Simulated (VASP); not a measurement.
# Li2Sn (P-3m1) in VASP: further runs

The runs below take Li2Sn through single point, relaxation of cell and atoms, with PBE.

Everything below comes from runs of VASP 6.6.1. Logs are shortened: lines on timing, memory, paths and dates and some standing lists are left out, and cuts for length are marked.

**1. The cell of the first run**

It takes space group P-3m1 (No. 164, trigonal). The conventional cell has a = 3.255 Å, b = 3.255 Å, c = 7.182 Å, α = 90.00°, β = 90.00°, γ = 120.00°. Within 3.9 Å of Li (site symmetry 3m) lie 3 Sn at 2.95 Å and 9 Li at 3.23 to 3.26 Å. Sn (site symmetry -3m) has 6 Li at 2.95 Å and 6 Sn at 3.26 Å within 3.9 Å.

**2. Single point, PBE**

INCAR

```
SYSTEM = Li2Sn
PREC     = Accurate       ! precision mode
ENCUT    = 520            ! plane-wave cutoff, eV
EDIFF    = 1E-7           ! SCF threshold, eV
ISMEAR   = 0              ! smearing method
SIGMA    = 0.1            ! smearing width, eV
LREAL    = .FALSE.        ! projectors in reciprocal space
LASPH    = .TRUE.         ! aspherical terms in the spheres
NELM     = 60             ! most SCF steps
ALGO     = Fast           ! electronic algorithm
ISIF     = 2              ! what is computed and relaxed
LWAVE    = .FALSE.        ! write WAVECAR
LCHARG   = .TRUE.         ! write CHGCAR
GGA      = PE             ! functional
LELF     = .TRUE.         ! ELF
LVHAR    = .TRUE.       
NBANDS   = 17             ! bands
```

KPOINTS

```
regular mesh
0
G
  18 18 8
  0 0 0
```

POSCAR

```
Li2Sn
1.0
    3.2550826334      0.0000000000      0.0000000000
   -1.6275413167      2.8189842520      0.0000000000
    0.0000000000      0.0000000000      7.1817239253
Li Sn
2 1
Direct
    0.3333333333      0.6666666667      0.8169138092
    0.6666666667      0.3333333333      0.1830861908
    0.0000000000      0.0000000000      0.5000000000
```

Potentials or basis: VASP PAW PBE potentials, release 64 (Li_sv, Sn_d).

Command:

```
cat potpaw_PBE.64/Li_sv/POTCAR potpaw_PBE.64/Sn_d/POTCAR > POTCAR
mpirun -np 1 vasp_std > vasp.out
```

OUTCAR:

```text
SYSTEM = Li2Sn
   PREC = Accurate
   ENCUT = 520
   EDIFF = 1E-7
   ISMEAR = 0
   LREAL = .FALSE.
   LASPH = .TRUE.
   NELM = 60
   ISIF = 2
   GGA = PE

 ion  position               nearest neighbor table
   1  0.333  0.667  0.817-   3 2.95   3 2.95   3 2.95
   2  0.667  0.333  0.183-   3 2.95   3 2.95   3 2.95
   3  0.000  0.000  0.500-   1 2.95   2 2.95   2 2.95   1 2.95   2 2.95   1 2.95

  LATTYP: Found a hexagonal cell.
 ALAT       =     3.2550826334
 C/A-ratio  =     2.2063107866

  Lattice vectors:

 A1 = (   3.2550826334,   0.0000000000,   0.0000000000)
 A2 = (  -1.6275413167,   2.8189842520,   0.0000000000)
 A3 = (   0.0000000000,   0.0000000000,   7.1817239253)

Analysis of symmetry for initial positions (statically):
=====================================================================
 Subroutine PRICEL returns:
 Original cell was already a primitive cell.

 Routine SETGRP: Setting up the symmetry group for a
 hexagonal supercell.

 Subroutine GETGRP returns: Found 12 space group operations
 (whereof 12 operations were pure point group operations)
 out of a pool of 24 trial point group operations.

The static configuration has the point symmetry D_3d.

Analysis of symmetry for dynamics (positions and initial velocities):
=====================================================================
 Subroutine PRICEL returns:
 Original cell was already a primitive cell.

 Routine SETGRP: Setting up the symmetry group for a
 hexagonal supercell.

 Subroutine GETGRP returns: Found 12 space group operations
 (whereof 12 operations were pure point group operations)
 out of a pool of 24 trial point group operations.

The dynamic configuration has the point symmetry D_3d.

 Subroutine INISYM returns: Found 12 space group operations
 (whereof 12 operations are pure point group operations),
 and found     1 'primitive' translations

----------------------------------------------------------------------------------------

                                     Primitive cell

  volume of cell :      65.8997

  direct lattice vectors                    reciprocal lattice vectors
     3.255082633  0.000000000  0.000000000     0.307211863  0.177368852  0.000000000
    -1.627541317  2.818984252  0.000000000     0.000000000  0.354737704  0.000000000
     0.000000000  0.000000000  7.181723925     0.000000000  0.000000000  0.139242334

  length of vectors
     3.255082633  3.255082633  7.181723925     0.354737704  0.354737704  0.139242334

  position of ions in fractional coordinates (direct lattice)
     0.333333333  0.666666667  0.816913809
     0.666666667  0.333333333  0.183086191
     0.000000000  0.000000000  0.500000000

  ion indices of the primitive-cell ions
   primitive index   ion index
                 1           1
                 2           2
                 3           3

----------------------------------------------------------------------------------------

 KPOINTS: regular mesh

Automatic generation of k-mesh.
 Grid dimensions read from file:
 generate k-points for:   18   18    8

 Generating k-lattice:

  Cartesian coordinates                     Fractional coordinates (reciprocal lattice)
     0.017067326  0.009853825  0.000000000     0.055555556  0.000000000  0.000000000
     0.000000000  0.019707650  0.000000000     0.000000000  0.055555556  0.000000000
     0.000000000  0.000000000  0.017405292     0.000000000  0.000000000  0.125000000

  Length of vectors
     0.019707650  0.019707650  0.017405292

  Shift w.r.t. Gamma in fractional coordinates (k-lattice)
     0.000000000  0.000000000  0.000000000

 Subroutine IBZKPT returns following result:
 ===========================================

 Found    266 irreducible k-points:

 Following reciprocal coordinates:
            Coordinates               Weight
  0.000000  0.000000  0.000000      1.000000
  0.055556  0.000000  0.000000      6.000000
  0.111111  0.000000  0.000000      6.000000
  0.166667  0.000000  0.000000      6.000000
  0.222222  0.000000  0.000000      6.000000
  0.277778  0.000000  0.000000      6.000000
[... 16 lines left out ...]
  0.333333  0.111111  0.000000     12.000000
  0.388889  0.111111  0.000000     12.000000
 [... further k-points ...]
   k-points           NKPTS =    266   k-points in BZ     NKDIM =    266   number of bands    NBANDS=     17
   number of dos      NEDOS =    301   number of ions     NIONS =      3
   total plane-waves  NPLWV =  31104
   dimension x,y,z NGX =    24 NGY =   24 NGZ =   54
   dimension x,y,z NGXF=    48 NGYF=   48 NGZF=  108
   ions per type =               2   1
   NGX,Y,Z   is equivalent  to a cutoff of  12.26, 12.26, 12.50 a.u.
   NGXF,Y,Z  is equivalent  to a cutoff of  24.51, 24.51, 25.00 a.u.
 SYSTEM =  Li2Sn
   PREC   = accura    normal or accurate (medium, high low for compatibility)
   ISTART =      0    job   : 0-new  1-cont  2-samecut
   ICHARG =      2    charge: 1-file 2-atom 10-const
   ISPIN  =      1    spin polarized calculation?
   LNONCOLLINEAR =      F non collinear calculations
   LSORBIT =      F    spin-orbit coupling
   LASPH  =      T    aspherical Exc in radial PAW
   ENCUT  =  520.0 eV  38.22 Ry    6.18 a.u.   6.05  6.05 13.35*2*pi/ulx,y,z
   NELM   =     60;   NELMIN=  2; NELMDL= -5     # of ELM steps
   EDIFF  = 0.1E-06   stopping-criterion for ELM
   LREAL  =      F    real-space projection
   EDIFFG = 0.1E-05   stopping-criterion for IOM
   NSW    =      0    number of steps for IOM
   IBRION =     -1    ionic relax: 0-MD 1-quasi-New 2-CG
   NFREE  =      0    steps in history (QN), initial steepest desc. (CG)
   ISIF   =      2    stress and relaxation
   ISYM   =      2    0-nonsym 1-usesym 2-fastsym
   POTIM  = 0.5000    time-step for ionic-motion
   TEBEG  =    0.0;   TEEND  =   0.0 temperature during run
   PSTRESS=    0.0 pullay stress
   NELECT =      20.0000    total number of electrons
   NUPDOWN=      -1.0000    fix difference up-down
   EMIN   =  10.00;   EMAX   =-10.00  energy-range for DOS
   EFERMI =   0.00;   METHOD = LEGACY
   ISMEAR =     0;   SIGMA  =   0.10  broadening in eV -4-tet -1-fermi 0-gaus
   EFERMI_NEDOS =   21; number of points for ismear=-14 and -15
   IALGO  =     68    algorithm
   IMIX   =      4    mixing-type and parameters
     AMIX     =   0.40;   BMIX     =  1.00
     AMIX_MAG =   1.60;   BMIX_MAG =  1.00
  volume/ion in A,a.u.               =      21.97       148.24
  Fermi-wavevector in a.u.,A,eV,Ry     =   1.100163  2.079007 16.467929  1.210359
  Thomas-Fermi vector in A             =   2.236570
   LORBIT       =      0    0 simple, 1 ext, 2 COOP (PROOUT), +10 PAW based schemes
   GGA     = PE    functional components
   LHFCALC =     F    Hartree Fock is set to
   AEXX    =    0.0000 exact exchange contribution
   IVDW    =     0    specifies the selected vdW correction
   LEPSILON=     F    determine dielectric tensor
   LRPA    =     F    only Hartree local field effects (RPA)
 non-spin polarized calculation
 RMM-DIIS sequential band-by-band and
 Gauss-broadening in eV      SIGMA  =   0.10
  energy-cutoff  :      520.00
  volume of cell :       65.90
 maximum number of plane-waves:      1824
   NGX = 13   NGY = 13   NGZ = 27

 number of electron      20.0000001 magnetization

 Free energy of the ion-electron system (eV)
  ---------------------------------------------------
  ext. energy  EPLUGINS =         0.00000000
  ---------------------------------------------------
  free energy    TOTEN  =        -8.18951538 eV

  energy without entropy =       -8.18259273  energy(sigma->0) =       -8.18605406

 E-fermi :   3.6295     XC(G=0):  -8.4007

 val. band max:        3.6251311499   @ k =   0.3333   0.2222   0.1250
 cond. band min:       3.6365060712   @ k =  -0.2222  -0.4444   0.1250
 fundamental gap:      0.0113749214
 Fermi energy:         3.6294922157

 k-point     1 :       0.0000    0.0000    0.0000
  band No.  band energies     occupation
      1     -42.8842      2.00000
      2     -42.8795      2.00000
      3     -17.6645      2.00000
      4     -17.6645      2.00000
      5     -17.5665      2.00000
      6     -17.4615      2.00000
[... 9 lines left out ...]
     16      14.2090      0.00000
     17      15.0212      0.00000

 k-point     2 :       0.0556    0.0000    0.0000
  band No.  band energies     occupation
      1     -42.8840      2.00000
      2     -42.8794      2.00000
      3     -17.6655      2.00000
      4     -17.6588      2.00000
      5     -17.5628      2.00000
      6     -17.4646      2.00000
[... 9 lines left out ...]
     16      14.3692      0.00000
     17      15.1413      0.00000

 k-point     3 :       0.1111    0.0000    0.0000
  band No.  band energies     occupation
      1     -42.8834      2.00000
      2     -42.8790      2.00000
      3     -17.6692      2.00000
      4     -17.6423      2.00000
      5     -17.5515      2.00000
      6     -17.4736      2.00000
[... 9 lines left out ...]
     16      14.1311      0.00000
     17      14.4599      0.00000

 k-point     4 :       0.1667    0.0000    0.0000
  band No.  band energies     occupation
      1     -42.8825      2.00000
      2     -42.8784      2.00000
      3     -17.6761      2.00000
      4     -17.6169      2.00000
      5     -17.5330      2.00000
      6     -17.4873      2.00000
[... 9 lines left out ...]
     16      12.9797      0.00000
     17      13.2262      0.00000
[... 343 lines left out ...]
      1     -42.8785      2.00000
      2     -42.8761      2.00000
      3     -17.6883      2.00000
      4     -17.5393      2.00000
      5     -17.5374      2.00000
      6     -17.4850      2.00000
[... 9 lines left out ...]
     16      10.9369      0.00000
     17      12.0164      0.00000

 k-point    23 :       0.3333    0.1111    0.0000
  band No.  band energies     occupation
      1     -42.8775      2.00000
      2     -42.8756      2.00000
      3     -17.6949      2.00000
      4     -17.5492      2.00000
      5     -17.5134      2.00000
      6     -17.4884      2.00000
[... 9 lines left out ...]
     16      11.2211      0.00000
     17      11.8460      0.00000

 k-point    24 :       0.3889    0.1111    0.0000
  band No.  band energies     occupation
      1     -42.8769      2.00000
      2     -42.8754      2.00000
      3     -17.6995      2.00000
      4     -17.5567      2.00000
      5     -17.4979      2.00000
      6     -17.4872      2.00000
[... 9 lines left out ...]
     16      11.3222      0.00000
     17      11.7605      0.00000

 [... further k-points ...]

------------------------ aborting loop because EDIFF is reached ----------------------------------------

  FORCE on cell =-STRESS in cart. coord.  units (eV):
  Direction    XX          YY          ZZ          XY          YZ          ZX
  --------------------------------------------------------------------------------------
  -------------------------------------------------------------------------------------
  Total       -0.0256127     -0.0256127     -0.0218745      0.0000000      0.0000000      0.0000000
  in kB       -0.6227065     -0.6227065     -0.5318215      0.0000000      0.0000000      0.0000000
  external PRESSURE =      -0.5924115 kB  Pullay stress =       0.0000000 kB

 VOLUME and BASIS-vectors are now :
 -----------------------------------------------------------------------------
  energy-cutoff  :      520.00
  volume of cell :       65.90
      direct lattice vectors                 reciprocal lattice vectors
     3.255082633  0.000000000  0.000000000     0.307211863  0.177368852  0.000000000
    -1.627541317  2.818984252  0.000000000     0.000000000  0.354737704  0.000000000
     0.000000000  0.000000000  7.181723925     0.000000000  0.000000000  0.139242334

 POSITION                                       TOTAL-FORCE (eV/Angst)
 -----------------------------------------------------------------------------------
     -0.00000      1.87932      5.86685        -0.000000     -0.000000     -0.002723
      1.62754      0.93966      1.31487         0.000000      0.000000      0.002723
      0.00000      0.00000      3.59086        -0.000000      0.000000      0.000000
 -----------------------------------------------------------------------------------
    total drift:                                0.000000     -0.000000      0.000000

  FREE ENERGIE OF THE ION-ELECTRON SYSTEM (eV)
  ---------------------------------------------------
  free  energy   TOTEN  =        -8.1895153807 eV

  energy  without entropy=       -8.1825927348  energy(sigma->0) =       -8.18605406
```

Wall time 6 min (1 thread of Intel Xeon 6975P-C, shared host); peak memory 0.39 GiB.

What came out:

| Quantity | Value |
| --- | --- |
| Free energy | -8.1895 eV |
| Band gap on the k mesh | zero (band 10 reaches 4.25 eV, above the bottom of band 11 at 3.24 eV) |

Forces on the atoms (eV/Å):
```
Li   0.000  0.000 -0.003
Li   0.000  0.000  0.003
Sn   0.000  0.000  0.000
```

Levels at points of the mesh, in eV from the Fermi level:
```csv
k point,band 7,band 8,band 9,band 10,band 11,band 12,band 13,band 14
"(0.00, 0.00, 0.00)",-21.09,-9.79,-3.41,-2.09,5.15,5.30,7.83,7.83
"(0.50, 0.00, 0.00)",-21.05,-5.65,-3.81,-0.35,1.09,2.45,3.40,3.94
"(0.00, 0.00, 0.50)",-21.09,-9.78,-3.86,-0.88,1.99,7.85,7.85,10.41
"(0.50, 0.00, 0.50)",-21.05,-5.63,-3.81,-0.79,1.32,3.46,3.99,4.38
```

Caveat: the cutoff is under 1.25 times the usual one of these potentials, so pressure, stress and relaxed cells hold a basis-set (Pulay) error; spin-orbit coupling is left out, which moves the levels of the heavy elements.

**3. Relaxation of cell and atoms, PBE**

INCAR

```
SYSTEM = Li2Sn
PREC     = Accurate       ! precision mode
ENCUT    = 600            ! plane-wave cutoff, eV
EDIFF    = 1E-6           ! SCF threshold, eV
ISMEAR   = 0              ! smearing method
SIGMA    = 0.1            ! smearing width, eV
LREAL    = .False.        ! projectors in reciprocal space
LASPH    = .True.         ! aspherical terms in the spheres
NELM     = 60             ! most SCF steps
ALGO     = Fast           ! electronic algorithm
ISIF     = 3              ! what is computed and relaxed
LWAVE    = .False.        ! write WAVECAR
LCHARG   = .False.        ! write CHGCAR
GGA      = PE             ! functional
IBRION   = 2              ! ionic algorithm
NSW      = 100            ! ionic steps
EDIFFG   = -0.01          ! ionic threshold
```

KPOINTS

```
Automatic mesh
0
Gamma
  18 18 8
  0 0 0
```

POSCAR is that of step 2.

Potentials or basis: VASP PAW PBE potentials, release 64 (Li_sv, Sn_d).

Command:

```
cat potpaw_PBE.64/Li_sv/POTCAR potpaw_PBE.64/Sn_d/POTCAR > POTCAR
mpirun -np 1 vasp_std > vasp.out
```

It took 7.6 min on 1 thread of Intel Xeon 6975P-C, shared host; peak memory 0.45 GiB.

The run converged. Its results:

| Item | Value |
| --- | --- |
| Free energy | -8.1889 eV |
| Pressure after relaxing | -0.1 GPa |
| Band gap on the k mesh | zero (band 10 reaches 4.25 eV, above the bottom of band 11 at 3.24 eV) |

Forces in eV/Å, atoms in the order of the input:
```
Li   0.000  0.000 -0.003
Li   0.000  0.000  0.003
Sn   0.000  0.000  0.000
```

Final structure:
```cif
data_structure
_symmetry_space_group_name_H-M 'P 1'
_symmetry_Int_Tables_number 1
_cell_length_a 3.2551
_cell_length_b 3.2551
_cell_length_c 7.1817
_cell_angle_alpha 90.000
_cell_angle_beta 90.000
_cell_angle_gamma 120.000
_cell_volume 65.90
loop_
_atom_site_label
_atom_site_type_symbol
_atom_site_fract_x
_atom_site_fract_y
_atom_site_fract_z
_atom_site_occupancy
Li1 Li 0.33333 0.66667 0.81691 1
Li2 Li 0.66667 0.33333 0.18309 1
Sn1 Sn 0.00000 0.00000 0.50000 1
```

Levels at points of the mesh, in eV from the Fermi level:
```
           k point  band 8  band 9  band 10  band 11  band 12  band 13
(0.00, 0.00, 0.00)   -9.79   -3.41    -2.09     5.15     5.30     7.83
(0.50, 0.00, 0.00)   -5.65   -3.81    -0.35     1.09     2.45     3.42
(0.00, 0.00, 0.50)   -9.78   -3.86    -0.88     2.03     7.85     7.85
(0.50, 0.00, 0.50)   -5.63   -3.81    -0.79     1.32     3.46     3.99
```

Caveat: the cutoff is under 1.25 times the usual one of these potentials, so pressure, stress and relaxed cells hold a basis-set (Pulay) error; the relaxation stopped at its first step, so nothing moved; spin-orbit coupling is left out, which moves the levels of the heavy elements.
